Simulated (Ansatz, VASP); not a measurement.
## N: VASP beside Ansatz

Contents of INCAR:

```
SYSTEM = N
  PREC = Accurate
  ENCUT = 600
  EDIFF = 1E-6
  ISMEAR = 0
  SIGMA = 0.1
  LREAL = .FALSE.
  LASPH = .TRUE.
  NELM = 120
  ALGO = Normal
  ISIF = 2
  LWAVE = .FALSE.
  LCHARG = .FALSE.
  GGA = PE
  NBANDS = 8
  GGA_COMPAT = .FALSE.
```

The input KPOINTS:

```
Automatic mesh
0
G
  22 22 22
  0 0 0
```

Contents of POSCAR:

```
N
1.0
    0.0000000000      1.5840457256      1.5840457256
    1.5840457256      0.0000000000      1.5840457256
    1.5840457256      1.5840457256      0.0000000000
N
1
Direct
    0.0000000000      0.0000000000      0.0000000000
```

Input for Ansatz:

```yaml
crystal:
  lattice:
    - [0.0, 1.5840457256, 1.5840457256]
    - [1.5840457256, 0.0, 1.5840457256]
    - [1.5840457256, 1.5840457256, 0.0]
  atoms:
    - { symbol: "N", position: [0.0, 0.0, 0.0] }
basis:
  ecutwfc: 420
kpoints:
  mp_grid: { grid: [22, 22, 22] }
hamiltonian:
  xc: pbe
scf:
  occupations: { method: gaussian, width: 0.1 }
output:
  forces: true
  stress: true
  eigenvalues: true
```

Alike in both runs: task single point; functional PBE; k mesh 22 × 22 × 22; occupations gaussian, width 0.1 eV; no spin polarisation.

```csv
,VASP,Ansatz
version,VASP 6.6.1,Ansatz 0.2.0
potentials or method,"VASP PAW PBE potentials, release 64 (N), cutoff 600 eV","scalar-relativistic, plane waves, PAW"
valence electrons in the cell,5,5
```

```csv
,VASP,Ansatz,Ansatz less VASP
gap on the k mesh at the Fermi level (eV),none,none,-
pressure (GPa),-7.8,-7.3,+0.44
```

A gap of «none» marks a metal or a gap that the smearing closes.
